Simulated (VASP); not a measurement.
# Si2W (I4/mmm) in VASP: a series of runs

Si2W is run at these levels: PBE; tasks: single point.

All numbers are computed with VASP 6.6.1; they aren't measurements. Logs are shortened: lines on timing, memory, paths and dates and some standing lists are left out, and cuts for length are marked.

## 1. The cell of the first run

The structure is tetragonal, space group I4/mmm (No. 139). The conventional cell has a = 3.192 Å, b = 3.192 Å, c = 7.777 Å, α = 90.00°, β = 90.00°, γ = 90.00°. Within 3.4 Å of W (site symmetry 4/mmm) lie 10 Si at 2.60 Å and 4 W at 3.19 Å. Within 3.4 Å of Si (site symmetry 4mm) lie 9 Si at 2.57 to 3.19 Å and 5 W at 2.60 Å.

## 2. Single point, PBE

File INCAR:

```
  PREC = Accurate
  ENCUT = 520
  EDIFF = 1E-7
  ISMEAR = -1
  SIGMA = 0.05
  LREAL = F
  LASPH = T
  NELM = 100
  ALGO = Normal
  ISIF = 2
  LWAVE = F
  LCHARG = T
  GGA = PE
  LELF = T
  LVHAR = T
  NBANDS = 18
```

File KPOINTS:

```
Automatic mesh
0
Gamma
  12 12 12
```

File POSCAR:

```
Si2W
1.0
   -1.5961151113      1.5961151113      3.8886743761
    1.5961151113     -1.5961151113      3.8886743761
    1.5961151113      1.5961151113     -3.8886743761
W Si
1 2
Direct
    0.0000000000      0.0000000000      0.0000000000
    0.6653000000      0.6653000000      0.0000000000
    0.3347000000      0.3347000000      0.0000000000
```

Potentials or basis: VASP PAW PBE potentials, release 64 (W_sv, Si).

Command:

```
$ cat potpaw_PBE.64/W_sv/POTCAR potpaw_PBE.64/Si/POTCAR > POTCAR
$ mpirun -np 1 vasp_std > vasp.out
```

OUTCAR:

```text
PREC = Accurate
   ENCUT = 520
   EDIFF = 1E-7
   ISMEAR = -1
   LREAL = F
   LASPH = T
   NELM = 100
   ISIF = 2
   GGA = PE

 ion  position               nearest neighbor table
   1  0.000  0.000  0.000-   2 2.60   2 2.60   2 2.60   3 2.60   2 2.60   3 2.60   3 2.60   3 2.60
                             2 2.60   3 2.60
   2  0.665  0.665  0.000-   3 2.57   1 2.60   1 2.60   1 2.60   1 2.60   1 2.60   3 2.61   3 2.61
                             3 2.61   3 2.61
   3  0.335  0.335  0.000-   2 2.57   1 2.60   1 2.60   1 2.60   1 2.60   1 2.60   2 2.61   2 2.61
                             2 2.61   2 2.61

  LATTYP: Found a body centered tetragonal cell.
 ALAT       =     3.1922302226
 C/A-ratio  =     2.4363370465

  Lattice vectors:

 A1 = (  -1.5961151113,   1.5961151113,   3.8886743761)
 A2 = (   1.5961151113,  -1.5961151113,   3.8886743761)
 A3 = (   1.5961151113,   1.5961151113,  -3.8886743761)

Analysis of symmetry for initial positions (statically):
=====================================================================
 Subroutine PRICEL returns:
 Original cell was already a primitive cell.

 Routine SETGRP: Setting up the symmetry group for a
 body centered tetragonal supercell.

 Subroutine GETGRP returns: Found 16 space group operations
 (whereof 16 operations were pure point group operations)
 out of a pool of 16 trial point group operations.

The static configuration has the point symmetry D_4h.

Analysis of symmetry for dynamics (positions and initial velocities):
=====================================================================
 Subroutine PRICEL returns:
 Original cell was already a primitive cell.

 Routine SETGRP: Setting up the symmetry group for a
 body centered tetragonal supercell.

 Subroutine GETGRP returns: Found 16 space group operations
 (whereof 16 operations were pure point group operations)
 out of a pool of 16 trial point group operations.

The dynamic configuration has the point symmetry D_4h.

 Subroutine INISYM returns: Found 16 space group operations
 (whereof 16 operations are pure point group operations),
 and found     1 'primitive' translations

----------------------------------------------------------------------------------------

                                     Primitive cell

  volume of cell :      39.6269
[... 87 lines left out ...]
   LSORBIT =      F    spin-orbit coupling
   LASPH  =      T    aspherical Exc in radial PAW
   ENCUT  =  520.0 eV  38.22 Ry    6.18 a.u.   8.36  8.36  8.36*2*pi/ulx,y,z
   NELM   =    100;   NELMIN=  2; NELMDL= -5     # of ELM steps
   EDIFF  = 0.1E-06   stopping-criterion for ELM
   LREAL  =      F    real-space projection
   EDIFFG = 0.1E-05   stopping-criterion for IOM
   NSW    =      0    number of steps for IOM
   IBRION =     -1    ionic relax: 0-MD 1-quasi-New 2-CG
   NFREE  =      0    steps in history (QN), initial steepest desc. (CG)
   ISIF   =      2    stress and relaxation
   ISYM   =      2    0-nonsym 1-usesym 2-fastsym
   POTIM  = 0.5000    time-step for ionic-motion
   TEBEG  =    0.0;   TEEND  =   0.0 temperature during run
   PSTRESS=    0.0 pullay stress
   NELECT =      22.0000    total number of electrons
   NUPDOWN=      -1.0000    fix difference up-down
   EMIN   =  10.00;   EMAX   =-10.00  energy-range for DOS
   EFERMI =   0.00;   METHOD = LEGACY
   ISMEAR =    -1;   SIGMA  =   0.05  broadening in eV -4-tet -1-fermi 0-gaus
   EFERMI_NEDOS =   21; number of points for ismear=-14 and -15
   IALGO  =     38    algorithm
   IMIX   =      4    mixing-type and parameters
     AMIX     =   0.40;   BMIX     =  1.00
     AMIX_MAG =   1.60;   BMIX_MAG =  1.00
  volume/ion in A,a.u.               =      13.21        89.14
  Fermi-wavevector in a.u.,A,eV,Ry     =   1.345506  2.542638 24.631812  1.810387
  Thomas-Fermi vector in A             =   2.473414
   LORBIT       =      0    0 simple, 1 ext, 2 COOP (PROOUT), +10 PAW based schemes
   GGA     = PE    functional components
   LHFCALC =     F    Hartree Fock is set to
   AEXX    =    0.0000 exact exchange contribution
   IVDW    =     0    specifies the selected vdW correction
   LEPSILON=     F    determine dielectric tensor
   LRPA    =     F    only Hartree local field effects (RPA)
 non-spin polarized calculation
  energy-cutoff  :      520.00
  volume of cell :       39.63
 maximum number of plane-waves:      1084
 NGX is ok and might be reduce to    36
   NGX = 17   NGY = 17   NGZ = 17

 number of electron      21.9999999 magnetization

 Free energy of the ion-electron system (eV)
  ---------------------------------------------------
  ext. energy  EPLUGINS =         0.00000000
  ---------------------------------------------------
  free energy    TOTEN  =       -24.77957048 eV

  energy without entropy =      -24.77770321  energy(sigma->0) =      -24.77863684

 E-fermi :  12.2726     XC(G=0): -12.6252

 val. band max:       12.2170962260   @ k =  -0.3333  -0.4167   0.3333
 cond. band min:      12.2887944605   @ k =  -0.4167  -0.4167   0.3333
 fundamental gap:      0.0716982345
 Fermi energy:        12.2726043265

 k-point     1 :       0.0000    0.0000    0.0000
  band No.  band energies     occupation
      1     -61.5547      2.00000
      2     -25.8329      2.00000
      3     -25.8077      2.00000
      4     -25.8077      2.00000
      5      -1.9952      2.00000
      6       5.2640      2.00000
[... 481 lines left out ...]
      5       1.1393      2.00000
      6       3.8399      2.00000
[... 10 lines left out ...]
     17      19.4531      0.00000
     18      20.7897      0.00000

 [... further k-points ...]

------------------------ aborting loop because EDIFF is reached ----------------------------------------

  FORCE on cell =-STRESS in cart. coord.  units (eV):
  Direction    XX          YY          ZZ          XY          YZ          ZX
  --------------------------------------------------------------------------------------
  -------------------------------------------------------------------------------------
  Total        1.9744343      1.9744343      2.2637272      0.0000000      0.0000000      0.0000000
  in kB       79.8294749     79.8294749     91.5260406      0.0000000      0.0000000      0.0000000
  external PRESSURE =      83.7283301 kB  Pullay stress =       0.0000000 kB

 VOLUME and BASIS-vectors are now :
 -----------------------------------------------------------------------------
  energy-cutoff  :      520.00
  volume of cell :       39.63
      direct lattice vectors                 reciprocal lattice vectors
    -1.596115111  1.596115111  3.888674376     0.000000000  0.313260614  0.128578521
     1.596115111 -1.596115111  3.888674376     0.313260614  0.000000000  0.128578521
     1.596115111  1.596115111 -3.888674376     0.313260614  0.313260614  0.000000000

 POSITION                                       TOTAL-FORCE (eV/Angst)
 -----------------------------------------------------------------------------------
      0.00000      0.00000      0.00000         0.000000      0.000000     -0.000000
      0.00000      0.00000      5.17427        -0.000000     -0.000000      0.135548
      0.00000      0.00000      2.60308         0.000000      0.000000     -0.135548
 -----------------------------------------------------------------------------------
    total drift:                               -0.000000     -0.000000      0.000000

  FREE ENERGIE OF THE ION-ELECTRON SYSTEM (eV)
  ---------------------------------------------------
  free  energy   TOTEN  =       -24.7795704796 eV

  energy  without entropy=      -24.7777032076  energy(sigma->0) =      -24.77863684
```

It took 2.2 min on 1 thread of Intel Xeon Platinum 8259CL at 2.50GHz (Skylake/Cascade Lake), shared host; peak memory 0.28 GiB.

Results:

| Item | Value |
| --- | --- |
| Free energy | -24.7796 eV |
| Pressure | 8.4 GPa |
| Largest force | 0.136 eV/Å |
| Band gap on the k mesh | zero (band 11 reaches 13.02 eV, above the bottom of band 12 at 11.68 eV) |

Forces in eV/Å, atoms in the order of the input:
```
W    0.000  0.000  0.000
Si   0.000  0.000  0.136
Si   0.000  0.000 -0.136
```

Levels at points of the mesh, in eV from the Fermi level:
```csv
k point,band 9,band 10,band 11,band 12,band 13,band 14
"(0.00, 0.00, 0.00)",-2.92,-2.92,0.61,2.84,2.86,3.10
"(0.50, 0.00, 0.00)",-2.88,-2.85,-0.48,2.78,2.81,3.97
"(0.50, 0.50, 0.00)",-5.11,-3.35,-1.79,2.86,3.05,3.22
"(0.50, 0.50, 0.50)",-0.86,-0.86,-0.53,-0.53,0.79,4.58
```

Caveat: spin-orbit coupling is left out, which moves the levels of the heavy elements.

## 3. Single point, PBE

This run uses another cell than the first one, of 13.48 Å³/atom, 1.020 times its volume.

File INCAR:

```
SYSTEM = Si2W
PREC = Accurate ; ENCUT = 520
EDIFF = 1E-6 ; ISMEAR = -1
SIGMA = 0.05 ; LREAL = .FALSE.
LASPH = .TRUE. ; NELM = 100
ALGO = Normal ; ISIF = 2
LWAVE = .FALSE. ; LCHARG = .FALSE.
GGA = PE ; NBANDS = 18
```

File KPOINTS:

```
Automatic mesh
0
G
  12 12 12
  0 0 0
```

File POSCAR:

```
Si2W
1.0
   -1.6069000000      1.6069000000      3.9149500000
    1.6069000000     -1.6069000000      3.9149500000
    1.6069000000      1.6069000000     -3.9149500000
W Si
1 2
Direct
    0.0000000000      0.0000000000      0.0000000000
    0.6653000000      0.6653000000      0.0000000000
    0.3347000000      0.3347000000      0.0000000000
```

Potentials or basis: VASP PAW PBE potentials, release 64 (W_sv, Si).

Command:

```
$ cat potpaw_PBE.64/W_sv/POTCAR potpaw_PBE.64/Si/POTCAR > POTCAR
$ mpirun -np 1 vasp_std > vasp.out
```

OUTCAR:

```text
SYSTEM = Si2W
   PREC = Accurate
   ENCUT = 520
   EDIFF = 1E-6
   ISMEAR = -1
   LREAL = .FALSE.
   LASPH = .TRUE.
   NELM = 100
   ISIF = 2
   GGA = PE

 ion  position               nearest neighbor table
   1  0.000  0.000  0.000-   2 2.62   2 2.62   2 2.62   3 2.62   2 2.62   3 2.62   3 2.62   3 2.62
                             2 2.62   3 2.62
   2  0.665  0.665  0.000-   3 2.59   1 2.62   1 2.62   1 2.62   1 2.62   1 2.62   3 2.63   3 2.63
                             3 2.63   3 2.63
   3  0.335  0.335  0.000-   2 2.59   1 2.62   1 2.62   1 2.62   1 2.62   1 2.62   2 2.63   2 2.63
                             2 2.63   2 2.63

  LATTYP: Found a body centered tetragonal cell.
 ALAT       =     3.2138000000
 C/A-ratio  =     2.4363370465

  Lattice vectors:

 A1 = (  -1.6069000000,   1.6069000000,   3.9149500000)
 A2 = (   1.6069000000,  -1.6069000000,   3.9149500000)
 A3 = (   1.6069000000,   1.6069000000,  -3.9149500000)

Analysis of symmetry for initial positions (statically):
=====================================================================
 Subroutine PRICEL returns:
 Original cell was already a primitive cell.

 Routine SETGRP: Setting up the symmetry group for a
 body centered tetragonal supercell.

[... 164 lines left out ...]
  free energy    TOTEN  =       -24.80923025 eV

  energy without entropy =      -24.80728075  energy(sigma->0) =      -24.80825550

 E-fermi :  11.9746     XC(G=0): -12.5285

 val. band max:       11.9206152211   @ k =  -0.3333  -0.4167   0.3333
 cond. band min:      11.9899684783   @ k =  -0.4167  -0.4167   0.3333
 fundamental gap:      0.0693532573
 Fermi energy:        11.9745537836

 k-point     1 :       0.0000    0.0000    0.0000
  band No.  band energies     occupation
      1     -61.8932      2.00000
      2     -26.1514      2.00000
      3     -26.1354      2.00000
      4     -26.1354      2.00000
      5      -2.1175      2.00000
      6       5.1048      2.00000
[... 481 lines left out ...]
      5       0.9651      2.00000
      6       3.6475      2.00000
[... 10 lines left out ...]
     17      19.0357      0.00000
     18      20.3219      0.00000

 [... further k-points ...]
[... 5 lines left out ...]
  --------------------------------------------------------------------------------------
  -------------------------------------------------------------------------------------
  Total        0.8045506      0.8045506      0.9302143      0.0000000      0.0000000      0.0000000
  in kB       31.8786563     31.8786563     36.8578215      0.0000000      0.0000000      0.0000000
  external PRESSURE =      33.5383780 kB  Pullay stress =       0.0000000 kB

 VOLUME and BASIS-vectors are now :
 -----------------------------------------------------------------------------
  energy-cutoff  :      520.00
  volume of cell :       40.44
      direct lattice vectors                 reciprocal lattice vectors
    -1.606900000  1.606900000  3.914950000     0.000000000  0.311158131  0.127715552
     1.606900000 -1.606900000  3.914950000     0.311158131  0.000000000  0.127715552
     1.606900000  1.606900000 -3.914950000     0.311158131  0.311158131  0.000000000

 POSITION                                       TOTAL-FORCE (eV/Angst)
 -----------------------------------------------------------------------------------
      0.00000      0.00000      0.00000        -0.000000     -0.000000      0.000000
      0.00000      0.00000      5.20923         0.000000      0.000000      0.078501
      0.00000      0.00000      2.62067        -0.000000     -0.000000     -0.078501
 -----------------------------------------------------------------------------------
    total drift:                               -0.000000     -0.000000      0.000000

  FREE ENERGIE OF THE ION-ELECTRON SYSTEM (eV)
  ---------------------------------------------------
  free  energy   TOTEN  =       -24.8092302517 eV

  energy  without entropy=      -24.8072807466  energy(sigma->0) =      -24.80825550
```

stdout:

```text
POSCAR found type information on POSCAR W Si
 POSCAR found :  2 types and       3 ions
 scaLAPACK will be used
 LDA part: xc-table for (Slater+PW92), standard interpolation
 POSCAR, INCAR and KPOINTS ok, starting setup
 FFT: planning ... GRIDC
 FFT: planning ... GRID_SOFT
 FFT: planning ... GRID
 WAVECAR not read
 entering main loop
```

Run time: 1.7 min. Hardware: 1 thread of Intel Xeon Platinum 8259CL at 2.50GHz (Skylake/Cascade Lake), shared host; peak memory 0.28 GiB.

Results:

```
Free energy            : -24.8092 eV
Pressure               : 3.4 GPa
Largest force          : 0.079 eV/Å
Band gap on the k mesh : zero (band 11 reaches 12.70 eV, above the bottom of band 12 at 11.40 eV)
```

Forces in eV/Å, atoms in the order of the input:
```
W    0.000  0.000  0.000
Si   0.000  0.000  0.079
Si   0.000  0.000 -0.079
```

Caveat: spin-orbit coupling is left out, which moves the levels of the heavy elements.

## 4. Single point, PBE

This run uses another cell than the first one, of 14.02 Å³/atom, 1.061 times its volume.

File INCAR:

```
SYSTEM = Si2W
PREC = Accurate ; ENCUT = 520
EDIFF = 1E-7 ; ISMEAR = -1
SIGMA = 0.05 ; LREAL = .FALSE.
LASPH = .TRUE. ; NELM = 80
ALGO = Normal ; ISIF = 2
LWAVE = .FALSE. ; LCHARG = .FALSE.
GGA = PE ; NBANDS = 18
```

File KPOINTS:

```
regular mesh
0
G
  12 12 12
  0 0 0
```

File POSCAR:

```
Si2W
1.0
   -1.6280458460      1.6280458460      3.9664684080
    1.6280458460     -1.6280458460      3.9664684080
    1.6280458460      1.6280458460     -3.9664684080
W Si
1 2
Direct
    0.0000000000      0.0000000000      0.0000000000
    0.6653000000      0.6653000000      0.0000000000
    0.3347000000      0.3347000000      0.0000000000
```

Command:

```
$ cat potpaw_PBE.64/W_sv/POTCAR potpaw_PBE.64/Si/POTCAR > POTCAR
$ mpirun -np 1 vasp_std > vasp.out
```

Wall time 2.1 min (1 thread of Intel Xeon Platinum 8259CL at 2.50GHz (Skylake/Cascade Lake), shared host); peak memory 0.28 GiB.

It converged, with:

| Property | Result |
| --- | --- |
| Free energy | -24.7994 eV |
| Pressure | -5.1 GPa |
| Largest force | 0.026 eV/Å |
| Band gap on the k mesh | zero (band 11 reaches 12.10 eV, above the bottom of band 12 at 10.87 eV) |

Forces in eV/Å, atoms in the order of the input:
```
W    0.000  0.000  0.000
Si   0.000  0.000 -0.026
Si   0.000  0.000  0.026
```

Stress tensor (GPa, compression positive):
```
-4.93  0.00  0.00
 0.00 -4.93  0.00
 0.00  0.00 -5.50
```

Levels at points of the mesh, in eV from the Fermi level:
| k point | band 7 | band 8 | band 9 | band 10 | band 11 | band 12 | band 13 | band 14 | band 15 | band 16 |
| --- | --- | --- | --- | --- | --- | --- | --- | --- | --- | --- |
| (0.00, 0.00, 0.00) | -3.79 | -3.14 | -2.74 | -2.74 | 0.57 | 2.50 | 2.96 | 2.96 | 3.07 | 4.40 |
| (0.50, 0.00, 0.00) | -5.58 | -4.74 | -2.69 | -2.63 | -0.40 | 2.54 | 2.71 | 3.82 | 4.10 | 5.03 |
| (0.50, 0.50, 0.00) | -5.83 | -5.51 | -4.86 | -3.10 | -1.75 | 2.64 | 2.79 | 2.94 | 3.76 | 4.29 |
| (0.50, 0.50, 0.50) | -3.63 | -2.47 | -0.84 | -0.84 | -0.48 | -0.48 | 0.74 | 4.33 | 4.43 | 6.13 |

Caveat: spin-orbit coupling is left out, which moves the levels of the heavy elements.

## 5. Overview

| cell | gap on the mesh (eV) | pressure (GPa) | largest force (eV/Å) |
| --- | --- | --- | --- |
| a = 4.496 Å, angles 138.4, 138.4, 60.3°, 3 atoms | none | 8.4 | 0.14 |
| a = 4.527 Å, angles 138.4, 138.4, 60.3°, 3 atoms | none | 3.4 | 0.08 |
| a = 4.586 Å, angles 138.4, 138.4, 60.3°, 3 atoms | none | -5.1 | 0.03 |

Alike in all rows: task single point; level PBE; potentials or basis VASP PAW PBE potentials, release 64 (W_sv, Si); no spin polarisation; k mesh 12 × 12 × 12; cutoff (eV) 520; smearing fermi-dirac 0.05 eV.

Caveats: spin-orbit coupling is left out, which moves the levels of the heavy elements.

Absolute energies hang on the potentials; compare differences alone.
